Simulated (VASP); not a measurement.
Here is a VASP 6.6.1 calculation.

INCAR

```
  ALGO = Normal
  EDIFF = 1E-6
  ENCUT = 520
  ISIF = 2
  ISMEAR = 0
  LASPH = True
  LCHARG = False
  LREAL = False
  LWAVE = False
  NBANDS = 18
  NELM = 100
  PREC = Accurate
  SIGMA = 0.01
```

Contents of KPOINTS:

```
k-points
0
Gamma
  6 6 6
```

File POSCAR:

```
HfO2
1.0
    0.0000000000      2.6199025071      2.6199025071
    2.6199025071      0.0000000000      2.6199025071
    2.6199025071      2.6199025071      0.0000000000
Hf O
1 2
Direct
    0.0000000000      0.0000000000      0.0000000000
    0.2500000000      0.2500000000      0.2500000000
    0.7500000000      0.7500000000      0.7500000000
```

Potentials or basis: VASP PAW LDA potentials, release 64 (Hf_pv, O).

Launch:

```bash
$ cat potpaw_LDA.64/Hf_pv/POTCAR potpaw_LDA.64/O/POTCAR > POTCAR
$ mpirun -np 1 vasp_std > vasp.out
```

Problem. Estimate the pressure.

Solution. -31.7 GPa.

Problem. Estimate the band gap on the k mesh.

Solution. 3.33 eV, direct.

Caveat: spin-orbit coupling is left out, which moves the levels of the heavy elements. A k mesh can miss the band edges.
